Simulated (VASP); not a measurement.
Input of a VASP 6.6.1 run:

INCAR

```
PREC = Accurate
ENCUT = 520
EDIFF = 1E-7
ISMEAR = 0
SIGMA = 0.01
LREAL = False
LASPH = True
NELM = 100
ALGO = Normal
ISIF = 2
LWAVE = False
LCHARG = False
GGA = PE
NBANDS = 40
```

The input KPOINTS:

```
regular mesh
0
Gamma
  12 12 4
```

POSCAR

```
Y2LuN3
1.0
    3.5461977098      0.0000000298      0.0000000000
   -1.7730988807      3.0710972887      0.0000000000
    0.0000000000      0.0000000000      8.6874413110
Y Lu N
2 1 3
Direct
    0.3333333333      0.6666666667      0.6688508289
    0.6666666667      0.3333333333      0.3311491711
    0.0000000000      0.0000000000      0.0000000000
    0.3333333333      0.6666666667      0.1623064074
    0.6666666667      0.3333333333      0.8376935926
    0.0000000000      0.0000000000      0.5000000000
```

Potentials or basis: VASP PAW PBE potentials, release 64 (Y_sv, Lu, N).

The run is started by

```bash
$ cat potpaw_PBE.64/Y_sv/POTCAR potpaw_PBE.64/Lu/POTCAR potpaw_PBE.64/N/POTCAR > POTCAR
$ mpirun -np 1 vasp_std > vasp.out
```

(1) Predict the band gap on the k mesh.

(2) Predict the largest force.

Answers

(1) 0.30 eV, indirect (least direct gap 0.82 eV).

(2) 0.032 eV/Å.

Caveat: spin-orbit coupling is left out, which moves the levels of the heavy elements.
